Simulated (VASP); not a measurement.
A run of VASP 6.6.1 is set up as follows.

File POSCAR:

```
LiF
1.0
    0.0000000000      2.0535002244      2.0535002244
    2.0535002244      0.0000000000      2.0535002244
    2.0535002244      2.0535002244      0.0000000000
F Li
1 1
Direct
    0.5000000000      0.5000000000      0.5000000000
    0.0000000000      0.0000000000      0.0000000000
```

The input INCAR.step1:

```
ALGO = Normal ; EDIFF = 1E-4
ENCUT = 520 ; GGA = PE
ISMEAR = -1 ; LASPH = True
LCHARG = False ; LREAL = False
LWAVE = True ; NBANDS = 12
NELM = 80 ; PREC = Accurate
SIGMA = 0.05
```

Contents of INCAR.step2:

```
ALGO = Normal ; EDIFF = 1E-6
ENCUT = 520 ; ISIF = 2
ISMEAR = -1 ; ISTART = 1
LASPH = True ; LCHARG = True
LELF = True ; LMIXTAU = True
LREAL = False ; LVHAR = True
LWAVE = False ; METAGGA = R2SCAN
NBANDS = 12 ; NELM = 80
PREC = Accurate ; SIGMA = 0.05
```

Contents of KPOINTS:

```
k-points
0
Gamma
  11 11 11
```

Potentials or basis: VASP PAW PBE potentials, release 64 (F, Li_sv).

Run with:

```sh
$ cat potpaw_PBE.64/F/POTCAR potpaw_PBE.64/Li_sv/POTCAR > POTCAR
$ cp INCAR.step1 INCAR
$ mpirun -np 1 vasp_std > vasp.out
$ cp INCAR.step2 INCAR
$ mpirun -np 1 vasp_std > vasp.out
```

Question: What does it give for the band gap on the k mesh?

Answer: 9.73 eV, direct.

Caveat: the PAW data sets were made with another functional, which shifts forces and pressure a little. r2SCAN opens gaps a little over a GGA but as a rule still falls short of measured ones.
